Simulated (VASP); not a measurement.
# Si16C (a cell with a defect) in VASP: notebook

Si16C (a cell with a defect) is run at these levels: PBE; tasks: single point.

Program: VASP 6.6.1. These are calculated values, not measurements. Logs are shortened: lines on timing, memory, paths and dates and some standing lists are left out, and cuts for length are marked.

**1. The cell of the first run**

The cell holds a defect, 17 atoms: a = 7.679 Å, b = 7.679 Å, c = 7.679 Å, α = 60.00°, β = 60.00°, γ = 60.00°.

**2. Single point, PBE, collinear spin**

Input file INCAR:

```
PREC     = Accurate       # precision mode
ENCUT    = 520            # plane-wave cutoff, eV
EDIFF    = 1E-6           # SCF threshold, eV
ISMEAR   = -1             # smearing method
SIGMA    = 0.02           # smearing width, eV
LREAL    = Auto         
LASPH    = T              # aspherical terms in the spheres
NELM     = 150            # most SCF steps
ALGO     = Normal         # electronic algorithm
ISIF     = 2              # what is computed and relaxed
LWAVE    = F              # write WAVECAR
LCHARG   = F              # write CHGCAR
ISPIN    = 2              # spin polarisation
MAGMOM   = 0 0 0 0 0 0 0 0 0 0 0 0 0 0 0 0 0.06 # initial moments
LORBIT   = 11             # projections on sites
GGA      = PE             # functional
NBANDS   = 52             # bands
```

Input file KPOINTS:

```
regular mesh
0
Gamma
  2 2 2
```

Input file POSCAR:

```
Si16C
1.0
    0.0000000000      5.4300000000      5.4300000000
    5.4300000000      0.0000000000      5.4300000000
    5.4300000000      5.4300000000      0.0000000000
Si C
16 1
Direct
    0.0211970534     -0.0139594843     -0.0384714549
    0.1236464088      0.1151749540      0.1125782689
   -0.0116666667     -0.0154972376      0.4748526703
    0.1427071823      0.0829650092      0.5904419890
    0.0168324125      0.5277900552     -0.0459668508
    0.1410313076      0.6230755064      0.0980847145
    0.0242725599      0.4514180479      0.4911418048
    0.1258747698      0.6110497238      0.5978821363
    0.4822191529     -0.0357918969      0.0679281768
    0.6539042357      0.1103683241      0.1031307551
    0.5291804788     -0.0035819521      0.4754972376
    0.5580847145      0.1815837937      0.6897421731
    0.5113535912      0.4789594843     -0.0077440147
    0.6539686924      0.6048342541      0.0923664825
    0.5209023941      0.5313075506      0.4685635359
    0.6682965009      0.6174493554      0.6268047882
    0.7220165746      1.0094935543      0.5451657459
```

Potentials or basis: VASP PAW PBE potentials, release 64 (Si, C).

Run with:

```console
$ cat potpaw_PBE.64/Si/POTCAR potpaw_PBE.64/C/POTCAR > POTCAR
$ mpirun -np 1 vasp_std > vasp.out
```

OUTCAR:

```text
PREC = Accurate
   ENCUT = 520
   EDIFF = 1E-6
   ISMEAR = -1
   LREAL = Auto
   LASPH = T
   NELM = 150
   ISIF = 2
   ISPIN = 2
   LORBIT = 11
   GGA = PE

 ion  position               nearest neighbor table
   1  0.021  0.986  0.962-   6 2.28  10 2.31   4 2.34   2 2.41
   2  0.124  0.115  0.113-   3 2.28   9 2.30   1 2.41   5 2.60
   3  0.988  0.985  0.475-  17 1.77   2 2.28   4 2.32   8 2.34  12 2.82
   4  0.143  0.083  0.590-   7 2.32   3 2.32   1 2.34  11 2.45
   5  0.017  0.528  0.954-   8 2.26   6 2.29  14 2.29   2 2.60
   6  0.141  0.623  0.098-   1 2.28   5 2.29  13 2.33   7 2.48
   7  0.024  0.451  0.491-  16 2.28   4 2.32   8 2.32   6 2.48
   8  0.126  0.611  0.598-   5 2.26   7 2.32   3 2.34  15 2.51
   9  0.482  0.964  0.068-  10 2.28   2 2.30  14 2.34  12 2.45
  10  0.654  0.110  0.103-   9 2.28   1 2.31  13 2.31  11 2.34
  11  0.529  0.996  0.475-  17 1.87  10 2.34  16 2.39   4 2.45  12 2.79
  12  0.558  0.182  0.690-  17 1.72  15 2.31   9 2.45  11 2.79   3 2.82
  13  0.511  0.479  0.992-  10 2.31  14 2.32  16 2.32   6 2.33
  14  0.654  0.605  0.092-   5 2.29  13 2.32   9 2.34  15 2.39
  15  0.521  0.531  0.469-  12 2.31  14 2.39  16 2.47   8 2.51
  16  0.668  0.617  0.627-   7 2.28  13 2.32  11 2.39  15 2.47
  17  0.722  0.009  0.545-  12 1.72   3 1.77  11 1.87

  LATTYP: Found a face centered cubic cell.
 ALAT       =    10.8600000000

  Lattice vectors:

 A1 = (   0.0000000000,   5.4300000000,   5.4300000000)
 A2 = (   5.4300000000,   0.0000000000,   5.4300000000)
 A3 = (   5.4300000000,   5.4300000000,   0.0000000000)

Analysis of symmetry for initial positions (statically):
=====================================================================
 Subroutine PRICEL returns:
 Original cell was already a primitive cell.

 Routine SETGRP: Setting up the symmetry group for a
 face centered cubic supercell.

 Subroutine GETGRP returns: Found  1 space group operations
 (whereof  1 operations were pure point group operations)
 out of a pool of 48 trial point group operations.

The static configuration has the point symmetry C_1 .

Analysis of symmetry for dynamics (positions and initial velocities):
=====================================================================
 Subroutine PRICEL returns:
 Original cell was already a primitive cell.

 Routine SETGRP: Setting up the symmetry group for a
 face centered cubic supercell.

 Subroutine GETGRP returns: Found  1 space group operations
 (whereof  1 operations were pure point group operations)
 out of a pool of 48 trial point group operations.

The dynamic configuration has the point symmetry C_1 .

[... 168 lines left out ...]
  ---------------------------------------------------
  free energy    TOTEN  =       -89.80745761 eV

  energy without entropy =      -89.80169802  energy(sigma->0) =      -89.80457782

 E-fermi :   6.3857     XC(G=0):  -9.5754

 val. band max:        6.3649431439   @ k =   0.5000   0.0000   0.0000
 cond. band min:       6.4062343556   @ k =   0.5000   0.5000   0.5000
 fundamental gap:      0.0412912117
 Fermi energy:         6.3856555340

 spin component 1

 k-point     1 :       0.0000    0.0000    0.0000
  band No.  band energies     occupation
      1      -7.2182      1.00000
      2      -5.4292      1.00000
      3      -3.9298      1.00000
      4      -3.7277      1.00000
      5      -3.6818      1.00000
      6      -3.0139      1.00000
[... 381 lines left out ...]
     45      10.0035      0.00000
     46      10.1908      0.00000
 Fermi energy:         6.3856555340

 spin component 2

 k-point     1 :       0.0000    0.0000    0.0000
  band No.  band energies     occupation
      1      -7.2176      1.00000
      2      -5.4290      1.00000
      3      -3.9296      1.00000
      4      -3.7276      1.00000
      5      -3.6817      1.00000
      6      -3.0137      1.00000
[... 381 lines left out ...]
     45      10.0036      0.00000
     46      10.1909      0.00000
 [bands above 46 left out]

------------------------ aborting loop because EDIFF is reached ----------------------------------------

  FORCE on cell =-STRESS in cart. coord.  units (eV):
  Direction    XX          YY          ZZ          XY          YZ          ZX
  --------------------------------------------------------------------------------------
  -------------------------------------------------------------------------------------
  Total       14.5610696      5.5853475      6.5200108      0.1702253      1.6605646     -1.1637983
  in kB       72.8575186     27.9467494     32.6234144      0.8517366      8.3087725     -5.8231614
  external PRESSURE =      44.4758941 kB  Pullay stress =       0.0000000 kB

 VOLUME and BASIS-vectors are now :
 -----------------------------------------------------------------------------
  energy-cutoff  :      520.00
  volume of cell :      320.21
      direct lattice vectors                 reciprocal lattice vectors
     0.000000000  5.430000000  5.430000000    -0.092081031  0.092081031  0.092081031
     5.430000000  0.000000000  5.430000000     0.092081031 -0.092081031  0.092081031
     5.430000000  5.430000000  0.000000000     0.092081031  0.092081031 -0.092081031

 POSITION                                       TOTAL-FORCE (eV/Angst)
 -----------------------------------------------------------------------------------
     10.57530      5.33620      5.46930         0.645830      0.363808      0.664016
      1.23670      1.28270      1.29680         0.137022     -1.239590      1.073806
      7.92430      7.94510     10.71250        -1.212339      0.192840     -0.002107
      3.65660      3.98100      1.22540         0.605249      0.740202      0.590079
      8.04630      5.27180      2.95730        -0.890259      1.094223     -1.608640
      3.91590      1.29840      4.14910         0.362671      0.960544     -0.854525
[... 9 lines left out ...]
      6.75630      7.03240      6.98160        -0.285304     -1.915578     -0.801463
      3.01180      6.88080      3.97210        -0.542730     -0.922167     -1.189132
 -----------------------------------------------------------------------------------
    total drift:                               -0.006418      0.000129      0.006919

  FREE ENERGIE OF THE ION-ELECTRON SYSTEM (eV)
  ---------------------------------------------------
  free  energy   TOTEN  =       -89.8074576145 eV

  energy  without entropy=      -89.8016980199  energy(sigma->0) =      -89.80457782

 total charge

# of ion       s       p       d       tot
------------------------------------------
    1        0.741   0.964   0.000   1.705
    2        0.758   0.915   0.000   1.673
    3        0.752   0.974   0.000   1.726
    4        0.756   0.927   0.000   1.683
    5        0.746   0.958   0.000   1.704
    6        0.741   0.963   0.000   1.704
[... 9 lines left out ...]
   16        0.762   0.917   0.000   1.679
   17        0.896   1.628   0.000   2.524
--------------------------------------------------
tot         12.963  16.638   0.000  29.601

 magnetization (x)

# of ion       s       p       d       tot
------------------------------------------
    1        0.000   0.000   0.000   0.000
    2        0.000   0.000   0.000   0.000
    3       -0.000   0.000   0.000   0.000
    4       -0.000   0.000   0.000   0.000
    5       -0.000   0.000   0.000   0.000
    6       -0.000   0.000   0.000   0.000
[... 9 lines left out ...]
   16        0.000   0.000   0.000   0.000
   17        0.000   0.000   0.000   0.000
--------------------------------------------------
tot          0.000   0.001   0.000   0.001
```

OSZICAR:

```text
N       E                     dE             d eps       ncg     rms          rms(c)
DAV:   1     0.166497404958E+03    0.16650E+03   -0.25907E+04  1664   0.108E+03
DAV:   2    -0.773500504471E+02   -0.24385E+03   -0.22865E+03  2044   0.166E+02
DAV:   3    -0.943019932971E+02   -0.16952E+02   -0.16633E+02  2128   0.397E+01
DAV:   4    -0.947097458639E+02   -0.40775E+00   -0.40644E+00  2072   0.750E+00
DAV:   5    -0.947203610498E+02   -0.10615E-01   -0.10608E-01  2144   0.116E+00    0.172E+01
DAV:   6    -0.898961697461E+02    0.48242E+01   -0.11940E+01  2552   0.147E+01    0.983E+00
DAV:   7    -0.899497414387E+02   -0.53572E-01   -0.59839E+00  1828   0.713E+00    0.520E+00
DAV:   8    -0.898422325814E+02    0.10751E+00   -0.10341E+00  2336   0.324E+00    0.170E+00
DAV:   9    -0.897998016547E+02    0.42431E-01   -0.29144E-01  2276   0.191E+00    0.466E-01
DAV:  10    -0.898063666549E+02   -0.65650E-02   -0.59041E-02  1960   0.728E-01    0.274E-01
DAV:  11    -0.898071476047E+02   -0.78095E-03   -0.49770E-03  2212   0.231E-01    0.136E-01
DAV:  12    -0.898073704274E+02   -0.22282E-03   -0.51641E-04  2024   0.883E-02    0.644E-02
DAV:  13    -0.898074442963E+02   -0.73869E-04   -0.18318E-04  2244   0.448E-02    0.207E-02
DAV:  14    -0.898074535376E+02   -0.92413E-05   -0.28244E-05  2144   0.196E-02    0.100E-02
DAV:  15    -0.898074568741E+02   -0.33365E-05   -0.61914E-06  1988   0.871E-03    0.489E-03
DAV:  16    -0.898074576145E+02   -0.74040E-06   -0.18110E-06  1552   0.477E-03
   1 F= -.89807458E+02 E0= -.89804578E+02  d E =-.575959E-02  mag=     0.0024
```

stdout:

```text
POSCAR found type information on POSCAR SiC
 POSCAR found :  2 types and      17 ions
 scaLAPACK will be used
 LDA part: xc-table for (Slater+PW92), standard interpolation
 POSCAR, INCAR and KPOINTS ok, starting setup
 FFT: planning ... GRIDC
 FFT: planning ... GRID_SOFT
 FFT: planning ... GRID
 WAVECAR not read
 entering main loop
```

Run time: 6.4 min. Hardware: 1 thread of Oxide Virtual Turin-like, shared host; peak memory 0.67 GiB.

Results:

| Property | Result |
| --- | --- |
| Free energy | -89.8075 eV |
| Pressure | 4.4 GPa |
| Largest force | 2.140 eV/Å |
| Band gap on the k mesh | zero (filled and empty bands overlap) |
| Net moment | 0.00 μB per cell |
| Valence electrons inside the program's atomic spheres | Si 1.71, 1.67, 1.73, 1.68, 1.70, 1.69, 1.72, 1.64, 1.65 (each value once); C 2.52 |

Forces in eV/Å, atoms in the order of the input:
```
Si   0.646  0.364  0.664
Si   0.137 -1.240  1.074
Si  -1.212  0.193 -0.002
Si   0.605  0.740  0.590
Si  -0.890  1.094 -1.609
Si   0.363  0.961 -0.855
Si  -0.314 -0.625  1.081
Si  -1.038  0.681  1.619
Si  -0.589 -0.872  0.446
Si   0.239  0.050 -0.442
Si  -0.879  0.849  0.088
Si   2.020  0.493 -0.382
Si   0.013 -0.115  0.424
Si   0.993  0.364 -0.297
Si   0.736 -0.100 -0.408
Si  -0.285 -1.916 -0.801
C   -0.543 -0.922 -1.189
```

Stress tensor (GPa, compression positive):
```
 7.29  0.09 -0.58
 0.09  2.79  0.83
-0.58  0.83  3.26
```

Caveat: the k points lie up to 0.50 Å⁻¹ apart.

**3. Single point, PBE, collinear spin**

Input file INCAR:

```
SYSTEM = Si16C
PREC = Accurate
ENCUT = 520
EDIFF = 1E-6
ISMEAR = -1
SIGMA = 0.02
LREAL = Auto
LASPH = .TRUE.
NELM = 150
ALGO = Normal
ISIF = 2
LWAVE = .FALSE.
LCHARG = .FALSE.
ISPIN = 2
MAGMOM = 0 0 0 0 0 0 0 0 0 0 0 0 0 0 0 0 0.06
LORBIT = 11
GGA = PE
NBANDS = 52
```

Input file KPOINTS:

```
regular mesh
0
G
  2 2 2
  0 0 0
```

Input file POSCAR:

```
Si16C
1.0
    0.0000000000      5.4300000000      5.4300000000
    5.4300000000      0.0000000000      5.4300000000
    5.4300000000      5.4300000000      0.0000000000
Si C
16 1
Direct
    0.0235911602     -0.0039042357     -0.0496869245
    0.1138674033      0.1359484346      0.0973664825
   -0.0180202578     -0.0147974217      0.4661233886
    0.1362430939      0.0839594843      0.5951933702
    0.0281767956      0.5220994475     -0.0569797422
    0.1395119705      0.6170073665      0.1090699816
    0.0294567219      0.4573204420      0.4810589319
    0.1433793738      0.6182965009      0.5743738490
    0.4773572744     -0.0382228361      0.0680570902
    0.6581215470      0.1088950276      0.1030018416
    0.5312891344     -0.0070902394      0.4724677716
    0.5515930018      0.1853130755      0.6999355433
    0.5114364641      0.4736095764     -0.0037384899
    0.6415193370      0.6100828729      0.1012799263
    0.5309023941      0.5228913444      0.4692633517
    0.6635359116      0.6266298343      0.6171270718
    0.7066574586      1.0095119705      0.5462154696
```

Potentials or basis: VASP PAW PBE potentials, release 64 (Si, C).

Run with:

```console
$ cat potpaw_PBE.64/Si/POTCAR potpaw_PBE.64/C/POTCAR > POTCAR
$ mpirun -np 1 vasp_std > vasp.out
```

OUTCAR:

```text
SYSTEM = Si16C
   PREC = Accurate
   ENCUT = 520
   EDIFF = 1E-6
   ISMEAR = -1
   LREAL = Auto
   LASPH = .TRUE.
   NELM = 150
   ISIF = 2
   ISPIN = 2
   LORBIT = 11
   GGA = PE

 ion  position               nearest neighbor table
   1  0.024  0.996  0.950-   4 2.24  10 2.30   2 2.38   6 2.39
   2  0.114  0.136  0.097-   3 2.33   9 2.36   1 2.38   5 2.44
   3  0.982  0.985  0.466-  17 1.82   8 2.32   2 2.33   4 2.41  12 2.87
   4  0.136  0.084  0.595-   1 2.24   7 2.35   3 2.41  11 2.50
   5  0.028  0.522  0.943-   8 2.32   6 2.35   2 2.44  14 2.44
   6  0.140  0.617  0.109-  13 2.34   7 2.34   5 2.35   1 2.39
   7  0.029  0.457  0.481-   8 2.32  16 2.33   6 2.34   4 2.35
   8  0.143  0.618  0.574-   3 2.32   5 2.32   7 2.32  15 2.46
   9  0.477  0.962  0.068-  14 2.28  10 2.35   2 2.36  12 2.40
  10  0.658  0.109  0.103-  13 2.29   1 2.30  11 2.32   9 2.35
[... 1053 lines left out ...]
      6.75360      6.95400      7.00560        -0.460553     -0.470007     -1.155200
      3.01760      6.80310      3.88880         0.989469      0.626449      0.388861
 -----------------------------------------------------------------------------------
    total drift:                               -0.007198     -0.005277     -0.002758

  FREE ENERGIE OF THE ION-ELECTRON SYSTEM (eV)
  ---------------------------------------------------
  free  energy   TOTEN  =       -90.3473886744 eV

  energy  without entropy=      -90.3466050625  energy(sigma->0) =      -90.34699687

 total charge

# of ion       s       p       d       tot
------------------------------------------
    1        0.741   0.969   0.000   1.710
    2        0.752   0.918   0.000   1.670
    3        0.749   0.936   0.000   1.685
    4        0.756   0.924   0.000   1.680
    5        0.745   0.922   0.000   1.667
    6        0.739   0.949   0.000   1.688
[... 9 lines left out ...]
   16        0.763   0.911   0.000   1.675
   17        0.891   1.616   0.000   2.506
--------------------------------------------------
tot         12.948  16.565   0.000  29.513

 magnetization (x)

# of ion       s       p       d       tot
------------------------------------------
    1       -0.000   0.000   0.000  -0.000
    2       -0.000   0.000   0.000  -0.000
    3        0.000   0.000   0.000   0.000
    4       -0.000   0.000   0.000  -0.000
    5        0.000   0.000   0.000   0.000
    6        0.000  -0.000   0.000   0.000
[... 9 lines left out ...]
   16        0.000  -0.000   0.000   0.000
   17       -0.000  -0.000   0.000  -0.000
--------------------------------------------------
tot         -0.000  -0.000   0.000  -0.000
```

OSZICAR:

```text
N       E                     dE             d eps       ncg     rms          rms(c)
DAV:   1     0.165066918064E+03    0.16507E+03   -0.25880E+04  1664   0.108E+03
DAV:   2    -0.778681814507E+02   -0.24294E+03   -0.22797E+03  2056   0.166E+02
DAV:   3    -0.946436242453E+02   -0.16775E+02   -0.16454E+02  2128   0.394E+01
DAV:   4    -0.950470792140E+02   -0.40345E+00   -0.40215E+00  2088   0.743E+00
DAV:   5    -0.950574674366E+02   -0.10388E-01   -0.10381E-01  2136   0.115E+00    0.169E+01
DAV:   6    -0.904536895827E+02    0.46038E+01   -0.11735E+01  2568   0.143E+01    0.969E+00
DAV:   7    -0.904864726908E+02   -0.32783E-01   -0.56689E+00  1884   0.687E+00    0.516E+00
DAV:   8    -0.903798032538E+02    0.10667E+00   -0.99867E-01  2304   0.317E+00    0.164E+00
DAV:   9    -0.903397776541E+02    0.40026E-01   -0.27420E-01  2276   0.185E+00    0.462E-01
DAV:  10    -0.903464614822E+02   -0.66838E-02   -0.59507E-02  1968   0.702E-01    0.276E-01
DAV:  11    -0.903470620914E+02   -0.60061E-03   -0.47097E-03  2236   0.225E-01    0.132E-01
DAV:  12    -0.903473094619E+02   -0.24737E-03   -0.71983E-04  2040   0.101E-01    0.661E-02
DAV:  13    -0.903473738810E+02   -0.64419E-04   -0.19336E-04  2292   0.468E-02    0.204E-02
DAV:  14    -0.903473854140E+02   -0.11533E-04   -0.37236E-05  2024   0.223E-02    0.889E-03
DAV:  15    -0.903473880246E+02   -0.26107E-05   -0.49403E-06  1996   0.756E-03    0.445E-03
DAV:  16    -0.903473886744E+02   -0.64980E-06   -0.13363E-06  1368   0.430E-03
   1 F= -.90347389E+02 E0= -.90346997E+02  d E =-.783612E-03  mag=     0.0000
```

Run time: 7.1 min. Hardware: 1 thread of Oxide Virtual Turin-like, shared host; peak memory 0.68 GiB.

Results:

```
Free energy                                           : -90.3474 eV
Pressure                                              : 3.7 GPa
Largest force                                         : 1.642 eV/Å
Band gap on the k mesh                                : zero (filled and empty bands overlap)
Net moment                                            : 0.00 μB per cell
Valence electrons inside the program's atomic spheres : Si 1.71, 1.67, 1.69, 1.68, 1.70 (each value once); C 2.51
```

Forces in eV/Å, atoms in the order of the input:
```
Si   0.683  1.397 -0.529
Si  -0.080 -0.165  0.673
Si  -0.404 -0.332  0.140
Si  -0.508 -0.332  1.093
Si   0.138  0.192 -1.356
Si  -0.222 -0.404  0.073
Si   0.300 -0.291  0.143
Si  -0.456  1.103  0.747
Si   0.494 -0.974  0.870
Si  -0.201 -0.372 -0.903
Si  -0.532 -0.535 -0.612
Si   0.004  0.700 -0.603
Si   0.159 -0.599  0.930
Si  -0.811  0.855  0.353
Si   0.907 -0.399 -0.254
Si  -0.461 -0.470 -1.155
C    0.989  0.626  0.389
```

Caveat: the k points lie up to 0.50 Å⁻¹ apart, too coarse for converged energies and pressures of a metal.

The gap in the log of VASP goes by the Fermi energy; the results here count the filled bands.